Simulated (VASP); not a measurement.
Write the native input for VASP 6.6.1 that does the following.

- Task: single point
- Functional: revPBE
- Potentials or basis: VASP PAW PBE potentials, release 64 (Bi_d)
- Cutoff: 520 eV
- k mesh: 12 × 12 × 6
- Occupations: fermi-dirac, width 0.1 eV
- Spin: no spin polarisation
- Dipole correction: no
- Further INCAR settings: ALGO = Normal; EDIFF = 1e-06; NBANDS = 22

The structure of Bi lies in POSCAR:

```
Bi
1.0
    3.6114108308      0.0000000000      0.0000000000
   -1.8057054154      3.1275735229      0.0000000000
    0.0000000000      0.0000000000      5.9421842734
Bi
2
Direct
    0.3333333333      0.6666666667      0.2500000000
    0.6666666667      0.3333333333      0.7500000000
```

This cell differs from its parent crystal: volume scaled by 1.04.

The input as run:

INCAR

```
SYSTEM = Bi
ALGO     = Normal         ! electronic algorithm
EDIFF    = 1E-6           ! SCF threshold, eV
ENCUT    = 520            ! plane-wave cutoff, eV
GGA      = RE             ! functional
ISIF     = 2              ! what is computed and relaxed
ISMEAR   = -1             ! smearing method
LASPH    = .True.         ! aspherical terms in the spheres
LCHARG   = .False.        ! write CHGCAR
LREAL    = .False.        ! projectors in reciprocal space
LWAVE    = .False.        ! write WAVECAR
NBANDS   = 22             ! bands
NELM     = 80             ! most SCF steps
PREC     = Accurate       ! precision mode
SIGMA    = 0.1            ! smearing width, eV
```

KPOINTS

```
k-points
0
Gamma
  12 12 6
  0 0 0
```

Potentials or basis: VASP PAW PBE potentials, release 64 (Bi_d).

Command:

```bash
$ cat potpaw_PBE.64/Bi_d/POTCAR > POTCAR
$ mpirun -np 1 vasp_std > vasp.out
```

Results of the run:

```
Pressure               : -1.9 GPa
Band gap on the k mesh : zero (band 15 reaches 10.93 eV, above the bottom of band 16 at 4.62 eV)
```

Caveat: the PAW data sets were made with another functional, which shifts forces and pressure a little; spin-orbit coupling is left out, which moves the levels of the heavy elements.

Wall time 30 s on 1 thread of Intel(R) Xeon(R) 6975P-C (Granite Rapids), with other jobs on the host, peak memory 0.23 GiB.
